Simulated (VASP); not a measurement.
Here is a VASP 6.6.1 calculation.

The input INCAR:

```
PREC     = Accurate       # precision mode
ENCUT    = 520            # plane-wave cutoff, eV
EDIFF    = 1E-6           # SCF threshold, eV
ISMEAR   = 0              # smearing method
SIGMA    = 0.01           # smearing width, eV
LREAL    = False          # projectors in reciprocal space
LASPH    = True           # aspherical terms in the spheres
NELM     = 100            # most SCF steps
ALGO     = Normal         # electronic algorithm
ISIF     = 2              # what is computed and relaxed
LWAVE    = False          # write WAVECAR
LCHARG   = False          # write CHGCAR
GGA      = PE             # functional
NBANDS   = 16             # bands
```

KPOINTS

```
Automatic mesh
0
Gamma
  9 9 6
```

File POSCAR:

```
AlN
1.0
    3.3794748227      0.0000000000      0.0000000000
   -1.6897374113      2.9267110479      0.0000000000
    0.0000000000      0.0000000000      4.2683306669
Al N
2 2
Direct
    0.3333333333      0.6666666667      0.2500000000
    0.6666666667      0.3333333333      0.7500000000
    0.6666666667      0.3333333333      0.2500000000
    0.3333333333      0.6666666667      0.7500000000
```

Potentials or basis: VASP PAW PBE potentials, release 64 (Al, N).

Run with:

```bash
$ cat potpaw_PBE.64/Al/POTCAR potpaw_PBE.64/N/POTCAR > POTCAR
$ mpirun -np 1 vasp_std > vasp.out
```

**Question.** Estimate the pressure.

**Answer.** -11.0 GPa.

**Question.** Predict the band gap on the k mesh.

**Answer.** 2.82 eV, direct.

Stress tensor (GPa, compression positive):
```
-11.74   0.00   0.00
  0.00 -11.74   0.00
  0.00   0.00  -9.38
```
